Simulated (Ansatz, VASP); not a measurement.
**One calculation of InSb, two programs**

```xyz
2
Lattice="0.0000 3.2597 3.3827 2.5832 0.0000 3.3827 2.5832 3.2597 0.0000" Properties=species:S:1:pos:R:3 pbc="T T T"
In    0.0000    0.0000    0.0000
Sb    2.5832    3.2597    3.3827
```

Change from the starting cell: strain +e along x and -e along y -0.1100, strain +e along z and -e/2 along x and y +0.1000.

Alike in both runs: task single point; functional PBE; k mesh 12 × 12 × 12; occupations gaussian, width 0.15 eV; no spin polarisation.

|  | VASP | Ansatz |
| --- | --- | --- |
| version | VASP 6.6.1 | Ansatz 0.2.0 |
| potentials or method | VASP PAW PBE potentials, release 64 (In_d, Sb), cutoff 520 eV | scalar-relativistic, plane waves, PAW |
| valence electrons in the cell | 18 | 28 |

|  | VASP | Ansatz | Ansatz less VASP |
| --- | --- | --- | --- |
| gap on the k mesh at the Fermi level (eV) | none | none | - |
| pressure (GPa) | 9.6 | 9.7 | +0.08 |
| traceless stress, the component that is largest in VASP (GPa) | 24.82 | 24.94 | +0.127 |

A gap of «none» marks a metal or a gap that the smearing closes. VASP's potentials hold 18 valence electrons a cell and Ansatz's 28, so a difference there can come from the potentials and not from the codes.

Spin-orbit coupling is off throughout.
